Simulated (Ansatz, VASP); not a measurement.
## Two plane-wave programs on Se

The input INCAR:

```
SYSTEM = Se
ALGO = Normal ; EDIFF = 1E-7
ENCUT = 520 ; GGA = PE
ISIF = 2 ; ISMEAR = 0
IVDW = 12 ; LASPH = .TRUE.
LCHARG = .FALSE. ; LREAL = .FALSE.
LWAVE = .FALSE. ; NBANDS = 16
NELM = 60 ; PREC = Accurate
SIGMA = 0.05
```

The input KPOINTS:

```
k-points
0
G
  9 9 8
  0 0 0
```

Contents of POSCAR:

```
Se
1.0
    4.0681465756      0.0000000000      0.0000000000
   -2.0340732878      3.5231182808      0.0000000000
    0.0000000000      0.0000000000      5.1277306289
Se
3
Direct
    0.2627083307      0.0000000000      0.3333333333
    0.0000000000      0.2627083307      0.6666666667
    0.7372916693      0.7372916693      0.0000000000
```

Input for Ansatz:

```yaml
crystal:
  lattice:
    - [4.0681465756, 0.0, 0.0]
    - [-2.0340732878, 3.5231182808, 0.0]
    - [0.0, 0.0, 5.1277306289]
  atoms:
    - { symbol: Se, position: [0.2627083307, 0.0, 0.3333333333] }
    - { symbol: Se, position: [0.0, 0.2627083307, 0.6666666667] }
    - { symbol: Se, position: [0.7372916693, 0.7372916693, 0.0] }
basis:
  ecutwfc: 420
kpoints:
  mp_grid: { grid: [9, 9, 8] }
hamiltonian:
  xc: pbe
  dispersion: d3bj
scf:
  occupations: { method: gaussian, width: 0.05 }
output:
  forces: true
  stress: true
  eigenvalues: true
```

Alike in both runs: task single point; functional PBE; dispersion D3(BJ); k mesh 9 × 9 × 8; occupations gaussian, width 0.05 eV; no spin polarisation.

|  | VASP | Ansatz |
| --- | --- | --- |
| version | VASP 6.6.1 | Ansatz 0.2.0 |
| potentials or method | VASP PAW PBE potentials, release 64 (Se), cutoff 520 eV | scalar-relativistic, plane waves, PAW |
| valence electrons in the cell | 18 | 48 |

VASP gave:

| Item | Value |
| --- | --- |
| gap on the k mesh at the Fermi level (eV) | 0.52 |
| least direct gap on the mesh (eV) | 0.52 |
| pressure (GPa) | -2.5 |
| rms of the force components (eV/Å) | 0.285 |

Which values does Ansatz return?

gap on the k mesh at the Fermi level (eV): 0.53; least direct gap on the mesh (eV): 0.53; pressure (GPa): -2.5; rms of the force components (eV/Å): 0.292.

Atom by atom the forces differ by 0.007 eV/Å (rms over components). VASP's potentials hold 18 valence electrons a cell and Ansatz's 48, so a difference there can come from the potentials and not from the codes.
